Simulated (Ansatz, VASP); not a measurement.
# SiC: VASP beside Ansatz

```
Si C
1.0
     0.00000    2.17840    2.17840
     2.17840    0.00000    2.17840
     2.17840    2.17840    0.00000
Si C
1 1
Direct
  0.00000 0.00000 0.00000
  0.25000 0.25000 0.25000
```

Alike in both runs: task single point; functional PBEsol; k mesh 15 × 15 × 15; occupations fermi-dirac, width 0.1 eV; no spin polarisation.

|  | VASP | Ansatz |
| --- | --- | --- |
| version | VASP 6.6.1 | Ansatz 0.2.0 |
| potentials or method | VASP PAW PBE potentials, release 64 (Si, C), cutoff 520 eV | all-electron LAPW, scalar-relativistic |

```csv
,VASP,Ansatz,Ansatz less VASP
pressure (GPa),0.4,-0.1,-0.41
```

VASP's potentials were made for PBE, not for PBEsol. Ansatz ran all-electron here, and VASP with PAW potentials.
